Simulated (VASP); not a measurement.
# CuIrS2 (R-3m) in VASP: single point with PBEsol+U

Aim: the single point of CuIrS2 with PBEsol+U.

Everything below comes from runs of VASP 6.6.1. Logs are shortened: lines on timing, memory, paths and dates and some standing lists are left out, and cuts for length are marked.

**1. The cell of the first run**

The structure is trigonal, space group R-3m (No. 166). The conventional cell has a = 3.632 Å, b = 3.632 Å, c = 19.777 Å, α = 90.00°, β = 90.00°, γ = 120.00°. Cu (site symmetry -3m) has 6 S at 2.88 Å and 6 Cu at 3.63 Å and 6 Ir at 3.91 Å within 4.0 Å. Ir (site symmetry -3m) has 6 S at 2.48 Å within 3.3 Å. Within 3.4 Å of S (site symmetry 3m) lie 3 Ir at 2.48 Å and 3 Cu at 2.88 Å and 3 S at 3.37 Å.

**2. Single point, PBEsol+U, collinear spin**

Contents of INCAR:

```
PREC = Accurate ; ENCUT = 520
EDIFF = 1E-6 ; ISMEAR = 0
SIGMA = 0.05 ; LREAL = False
LASPH = True ; NELM = 150
ALGO = Normal ; ISIF = 2
LWAVE = False ; LCHARG = False
ISPIN = 2 ; MAGMOM = 0 4 0 0
LORBIT = 11 ; LMAXMIX = 4
LDAU = True ; LDAUTYPE = 2
LDAUL = -1 2 -1 ; LDAUU = 0 6 0
LDAUJ = 0 0 0 ; LDAUPRINT = 1
GGA = PS ; NBANDS = 28
```

Contents of KPOINTS:

```
Automatic mesh
0
Gamma
  6 6 6
```

Contents of POSCAR:

```
CuIrS2
1.0
    1.8158509200      1.0483820200      6.5922317600
   -1.8158509200      1.0483820200      6.5922317600
    0.0000000000     -2.0967640300      6.5922317600
Cu Ir S
1 1 2
Direct
    0.5000000000      0.5000000000      0.5000000000
    0.0000000000      0.0000000000      0.0000000000
    0.2667000000      0.2667000000      0.2667000000
    0.7333000000      0.7333000000      0.7333000000
```

Potentials or basis: VASP PAW PBE potentials, release 64 (Cu, Ir, S).

Run with:

```console
$ cat potpaw_PBE.64/Cu/POTCAR potpaw_PBE.64/Ir/POTCAR potpaw_PBE.64/S/POTCAR > POTCAR
$ mpirun -np 1 vasp_std > vasp.out
```

OUTCAR:

```text
PREC = Accurate
   ENCUT = 520
   EDIFF = 1E-6
   ISMEAR = 0
   LREAL = False
   LASPH = True
   NELM = 150
   ISIF = 2
   ISPIN = 2
   LORBIT = 11
   GGA = PS

 ion  position               nearest neighbor table
   1  0.500  0.500  0.500-
   2  0.000  0.000  0.000-   4 2.48   3 2.48   4 2.48   4 2.48   3 2.48   3 2.48
   3  0.267  0.267  0.267-   2 2.48   2 2.48   2 2.48
   4  0.733  0.733  0.733-   2 2.48   2 2.48   2 2.48

  LATTYP: Found a trigonal (rhomboedric) cell.
 ALAT       =     6.9176541545
 COS(alpha) =     0.8621925539

  Lattice vectors:

 A1 = (   1.8158509200,   1.0483820200,   6.5922317600)
 A2 = (  -1.8158509200,   1.0483820200,   6.5922317600)
 A3 = (   0.0000000000,  -2.0967640300,   6.5922317600)

Analysis of symmetry for initial positions (statically):
=====================================================================
 Subroutine PRICEL returns:
 Original cell was already a primitive cell.

 Routine SETGRP: Setting up the symmetry group for a
 trigonal (rhombohedral) supercell.

 Subroutine GETGRP returns: Found 12 space group operations
 (whereof 12 operations were pure point group operations)
 out of a pool of 12 trial point group operations.

The static configuration has the point symmetry D_3d.

Analysis of symmetry for dynamics (positions and initial velocities):
=====================================================================
 Subroutine PRICEL returns:
 Original cell was already a primitive cell.

 Routine SETGRP: Setting up the symmetry group for a
 trigonal (rhombohedral) supercell.

 Subroutine GETGRP returns: Found 12 space group operations
 (whereof 12 operations were pure point group operations)
 out of a pool of 12 trial point group operations.

The dynamic configuration has the point symmetry D_3d.

Analysis of structural, dynamic, and magnetic symmetry:
=====================================================================
 Subroutine PRICEL returns:
 Original cell was already a primitive cell.

 Routine SETGRP: Setting up the symmetry group for a
 trigonal (rhombohedral) supercell.

 Subroutine GETGRP returns: Found 12 space group operations
 (whereof 12 operations were pure point group operations)
 out of a pool of 12 trial point group operations.

The overall configuration has the point symmetry D_3d.

 Subroutine INISYM returns: Found 12 space group operations
 (whereof 12 operations are pure point group operations),
 and found     1 'primitive' translations

----------------------------------------------------------------------------------------

                                     Primitive cell

  volume of cell :      75.2980

  direct lattice vectors                    reciprocal lattice vectors
     1.815850920  1.048382020  6.592231760     0.275353001  0.158975129  0.050564565
    -1.815850920  1.048382020  6.592231760    -0.275353001  0.158975129  0.050564565
     0.000000000 -2.096764030  6.592231760     0.000000000 -0.317950259  0.050564565

  length of vectors
     6.917654154  6.917654154  6.917654153     0.321945868  0.321945868  0.321945868

  position of ions in fractional coordinates (direct lattice)
     0.500000000  0.500000000  0.500000000
     0.000000000  0.000000000  0.000000000
     0.266700000  0.266700000  0.266700000
     0.733300000  0.733300000  0.733300000

  ion indices of the primitive-cell ions
   primitive index   ion index
                 1           1
                 2           2
                 3           3
                 4           4

[... 78 lines left out ...]
   ISYM   =      2    0-nonsym 1-usesym 2-fastsym
   POTIM  = 0.5000    time-step for ionic-motion
   TEBEG  =    0.0;   TEEND  =   0.0 temperature during run
   PSTRESS=    0.0 pullay stress
   NELECT =      32.0000    total number of electrons
   NUPDOWN=      -1.0000    fix difference up-down
   EMIN   =  10.00;   EMAX   =-10.00  energy-range for DOS
   EFERMI =   0.00;   METHOD = LEGACY
   ISMEAR =     0;   SIGMA  =   0.05  broadening in eV -4-tet -1-fermi 0-gaus
   EFERMI_NEDOS =   21; number of points for ismear=-14 and -15
   IALGO  =     38    algorithm
   IMIX   =      4    mixing-type and parameters
     AMIX     =   0.40;   BMIX     =  1.00
     AMIX_MAG =   1.60;   BMIX_MAG =  1.00
  volume/ion in A,a.u.               =      18.82       127.03
  Fermi-wavevector in a.u.,A,eV,Ry     =   1.230827  2.325926 20.611942  1.514935
  Thomas-Fermi vector in A             =   2.365660
   LORBIT       =     11    0 simple, 1 ext, 2 COOP (PROOUT), +10 PAW based schemes
 LDA+U is selected, type is set to LDAUTYPE =  2
   angular momentum for each species LDAUL =    -1    2   -1
   U (eV)           for each species LDAUU =   0.0  6.0  0.0
   J (eV)           for each species LDAUJ =   0.0  0.0  0.0
   GGA     = PS    functional components
   LHFCALC =     F    Hartree Fock is set to
   AEXX    =    0.0000 exact exchange contribution
   IVDW    =     0    specifies the selected vdW correction
   LEPSILON=     F    determine dielectric tensor
   LRPA    =     F    only Hartree local field effects (RPA)
 spin polarized calculation
 Gauss-broadening in eV      SIGMA  =   0.05
  energy-cutoff  :      520.00
  volume of cell :       75.30
 maximum number of plane-waves:      2064
 NGX is ok and might be reduce to    54
   NGX = 25   NGY = 25   NGZ = 25

 number of electron      32.0000001 magnetization      -0.0002411

atom =   2  type =  2  l = 2

 onsite density matrix

spin component  1

  0.8109  0.0000 -0.0000 -0.2475 -0.0000
  0.0000  0.6227  0.0000 -0.0000 -0.2475
 -0.0000  0.0000  0.9826  0.0000 -0.0000
 -0.2475 -0.0000  0.0000  0.6227 -0.0000
 -0.0000 -0.2475 -0.0000 -0.0000  0.8109

spin component  2

  0.8108  0.0000 -0.0000 -0.2474 -0.0000
  0.0000  0.6227  0.0000 -0.0000 -0.2474
 -0.0000  0.0000  0.9822  0.0000 -0.0000
 -0.2474 -0.0000  0.0000  0.6227 -0.0000
 -0.0000 -0.2474 -0.0000 -0.0000  0.8108

 occupancies and eigenvectors

  o =  0.4520  v =  0.0000  0.8232 -0.0000  0.0000  0.5678  0.0000  0.0000  0.0000  0.0000  0.0000      0.0000  0.0000  0.0000  0.0000  0.0000  0.0000  0.0000  0.0000  0.0000  0.0000
  o =  0.4520  v = -0.5678  0.0000 -0.0000 -0.8232 -0.0000  0.0000  0.0000  0.0000  0.0000  0.0000      0.0000  0.0000  0.0000  0.0000  0.0000  0.0000  0.0000  0.0000  0.0000  0.0000
  o =  0.4521  v =  0.0000  0.0000  0.0000  0.0000  0.0000  0.0000  0.8232 -0.0000  0.0000  0.5677      0.0000  0.0000  0.0000  0.0000  0.0000  0.0000  0.0000  0.0000  0.0000  0.0000
  o =  0.4521  v =  0.0000  0.0000  0.0000  0.0000  0.0000 -0.5677  0.0000 -0.0000 -0.8232 -0.0000      0.0000  0.0000  0.0000  0.0000  0.0000  0.0000  0.0000  0.0000  0.0000  0.0000
  o =  0.9814  v =  0.0000  0.0000  0.0000  0.0000  0.0000 -0.8232  0.0000  0.0000  0.5677  0.0000      0.0000  0.0000  0.0000  0.0000  0.0000  0.0000  0.0000  0.0000  0.0000  0.0000
  o =  0.9814  v =  0.0000  0.0000  0.0000  0.0000  0.0000  0.0000 -0.5677  0.0000 -0.0000  0.8232      0.0000  0.0000  0.0000  0.0000  0.0000  0.0000  0.0000  0.0000  0.0000  0.0000
  o =  0.9816  v = -0.8232  0.0000  0.0000  0.5678  0.0000  0.0000  0.0000  0.0000  0.0000  0.0000      0.0000  0.0000  0.0000  0.0000  0.0000  0.0000  0.0000  0.0000  0.0000  0.0000
  o =  0.9816  v =  0.0000 -0.5678  0.0000 -0.0000  0.8232  0.0000  0.0000  0.0000  0.0000  0.0000      0.0000  0.0000  0.0000  0.0000  0.0000  0.0000  0.0000  0.0000  0.0000  0.0000
  o =  0.9822  v =  0.0000  0.0000  0.0000  0.0000  0.0000  0.0000 -0.0000 -1.0000  0.0000  0.0000      0.0000  0.0000  0.0000  0.0000  0.0000  0.0000  0.0000  0.0000  0.0000  0.0000
  o =  0.9826  v =  0.0000 -0.0000 -1.0000  0.0000  0.0000  0.0000  0.0000  0.0000  0.0000  0.0000      0.0000  0.0000  0.0000  0.0000  0.0000  0.0000  0.0000  0.0000  0.0000  0.0000

 number of electron      32.0000001 magnetization       0.0016478

 Free energy of the ion-electron system (eV)
  ---------------------------------------------------
  ext. energy  EPLUGINS =         0.00000000
  ---------------------------------------------------
  free energy    TOTEN  =       -17.68688834 eV

  energy without entropy =      -17.68688834  energy(sigma->0) =      -17.68688834

 E-fermi :   4.6379     XC(G=0): -10.6595

 val. band max:        4.3429470371   @ k =   0.5000   0.5000   0.5000
 cond. band min:       5.2553520756   @ k =  -0.3333   0.1667  -0.0000
 fundamental gap:      0.9124050385
 Fermi energy:         4.6379287863

 spin component 1

 k-point     1 :       0.0000    0.0000    0.0000
  band No.  band energies     occupation
      1      -9.3342      1.00000
      2      -7.7324      1.00000
      3      -2.1006      1.00000
      4      -0.4121      1.00000
      5      -0.4121      1.00000
      6       1.4110      1.00000
[... 1481 lines left out ...]
     27      16.4640      0.00000
     28      17.1718      0.00000

 [... further k-points ...]

------------------------ aborting loop because EDIFF is reached ----------------------------------------

  FORCE on cell =-STRESS in cart. coord.  units (eV):
  Direction    XX          YY          ZZ          XY          YZ          ZX
  --------------------------------------------------------------------------------------
  -------------------------------------------------------------------------------------
  Total       -7.7257339     -7.7257339     -7.9748476      0.0000000     -0.0000000      0.0000000
  in kB     -164.3867682   -164.3867680   -169.6873638      0.0000000     -0.0000001      0.0000000
  external PRESSURE =    -166.1536333 kB  Pullay stress =       0.0000000 kB

 VOLUME and BASIS-vectors are now :
 -----------------------------------------------------------------------------
  energy-cutoff  :      520.00
  volume of cell :       75.30
      direct lattice vectors                 reciprocal lattice vectors
     1.815850920  1.048382020  6.592231760     0.275353001  0.158975129  0.050564565
    -1.815850920  1.048382020  6.592231760    -0.275353001  0.158975129  0.050564565
     0.000000000 -2.096764030  6.592231760     0.000000000 -0.317950259  0.050564565

 POSITION                                       TOTAL-FORCE (eV/Angst)
 -----------------------------------------------------------------------------------
      0.00000      0.00000      9.88835        -0.000000     -0.000000      0.000000
      0.00000      0.00000      0.00000         0.000000      0.000000      0.000000
      0.00000      0.00000      5.27444         0.000000      0.000000      0.492926
      0.00000      0.00000     14.50225         0.000000     -0.000000     -0.492926
 -----------------------------------------------------------------------------------
    total drift:                                0.000000     -0.000000      0.000000

  FREE ENERGIE OF THE ION-ELECTRON SYSTEM (eV)
  ---------------------------------------------------
  free  energy   TOTEN  =       -17.6868883396 eV

  energy  without entropy=      -17.6868883396  energy(sigma->0) =      -17.68688834

 total charge

# of ion       s       p       d       tot
------------------------------------------
    1        0.216   0.097   9.363   9.676
    2        0.545   0.510   7.613   8.669
    3        1.326   2.268   0.000   3.593
    4        1.326   2.268   0.000   3.593
--------------------------------------------------
tot          3.413   5.142  16.976  25.531

 magnetization (x)

# of ion       s       p       d       tot
------------------------------------------
    1       -0.000   0.000  -0.000  -0.000
    2       -0.000  -0.000   0.000   0.000
    3        0.000   0.000   0.000   0.000
    4        0.000   0.000   0.000   0.000
--------------------------------------------------
tot         -0.000   0.000   0.000   0.000
```

Run time: 11 min. Hardware: 1 thread of Intel Xeon Platinum 8259CL at 2.50GHz (Skylake/Cascade Lake), shared host; peak memory 0.55 GiB.

What came out:

```
Free energy                                           : -17.6869 eV
Pressure                                              : -16.6 GPa
Largest force                                         : 0.493 eV/Å
Band gap on the k mesh                                : 0.91 eV (least direct gap 1.29 eV)
Net moment                                            : 0.00 μB per cell
Valence electrons inside the program's atomic spheres : Cu 9.68; Ir 8.67; S 3.59
```

Forces on the atoms (eV/Å):
```
Cu   0.000  0.000  0.000
Ir   0.000  0.000  0.000
S    0.000  0.000  0.493
S    0.000  0.000 -0.493
```

Levels at points of the mesh, in eV from the valence-band top:
Spin up:
```
           k point  band 14  band 15  band 16  band 17  band 18  band 19
(0.00, 0.00, 0.00)    -0.85    -0.55    -0.55     1.60     3.29     3.29
(0.50, 0.00, 0.00)    -0.61    -0.48    -0.33     2.33     2.71     3.06
(0.50, 0.50, 0.00)    -0.76    -0.66    -0.36     1.42     3.29     3.60
(0.50, 0.50, 0.50)    -0.87     0.00     0.00     3.04     3.04     3.53
```
Spin down:
```tsv
k point	band 13	band 14	band 15	band 16	band 17	band 18	band 19	band 20
(0.00, 0.00, 0.00)	-0.85	-0.85	-0.55	-0.55	1.60	3.29	3.29	5.14
(0.50, 0.00, 0.00)	-0.66	-0.61	-0.48	-0.33	2.33	2.71	3.06	4.34
(0.50, 0.50, 0.00)	-0.88	-0.76	-0.66	-0.36	1.42	3.29	3.60	3.68
(0.50, 0.50, 0.50)	-0.87	-0.87	0.00	0.00	3.04	3.04	3.53	5.11
```

Eigenvalues of the final occupation matrices:
| site | spin | trace | eigenvalues |
| --- | --- | --- | --- |
| site 2 d | 1 | 3.85 | 0.45 0.45 0.98 0.98 0.98 |
| site 2 d | 2 | 3.85 | 0.45 0.45 0.98 0.98 0.98 |

Caveat: the cell stands under tension; the PAW data sets were made with another functional, which shifts forces and pressure a little; spin-orbit coupling is left out, which moves the levels of the heavy elements. A k mesh can miss the band edges.
